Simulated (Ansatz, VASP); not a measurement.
**One calculation of Ga2O, two programs**

```
Ga O
1.0
     0.00000    2.36989    7.21788
     1.42221    0.00000    7.21788
     1.42221    2.36989    0.00000
Ga O
2 1
Direct
  0.33506 0.33506 0.66494
  0.66494 0.66494 0.33506
  0.00000 0.00000 0.00000
```

Change from the starting cell: species swapped into the CdHg2 type (Fmmm, No. 69).

Alike in both runs: task single point; functional PBE; k mesh 8 × 8 × 8; occupations gaussian, width 0.1 eV; collinear spin.

|  | VASP | Ansatz |
| --- | --- | --- |
| version | VASP 6.6.1 | Ansatz 0.2.0 |
| potentials or method | VASP PAW PBE potentials, release 64 (Ga_d, O), cutoff 520 eV | scalar-relativistic, plane waves, PAW |
| valence electrons in the cell | 32 | 32 |

|  | VASP | Ansatz | Ansatz less VASP |
| --- | --- | --- | --- |
| gap on the k mesh at the Fermi level (eV) | none | none | - |
| pressure (GPa) | -3.2 | -3.2 | -0.03 |
| traceless stress, the component that is largest in VASP (GPa) | -11.44 | -11.42 | +0.020 |
| rms of the force components (eV/Å) | 0.867 | 0.866 | -0.0007 |
| net moment per atom (μB) | 0.33 | 0.33 | 0.000 |
| size of the moment on the site where the two differ most (μB) | 0.90 | 1.06 | +0.163 |

Site moments also hang on the region over which each program counts them. Atom by atom the forces differ by 0.001 eV/Å (rms over components). A gap of «none» marks a metal or a gap that the smearing closes.
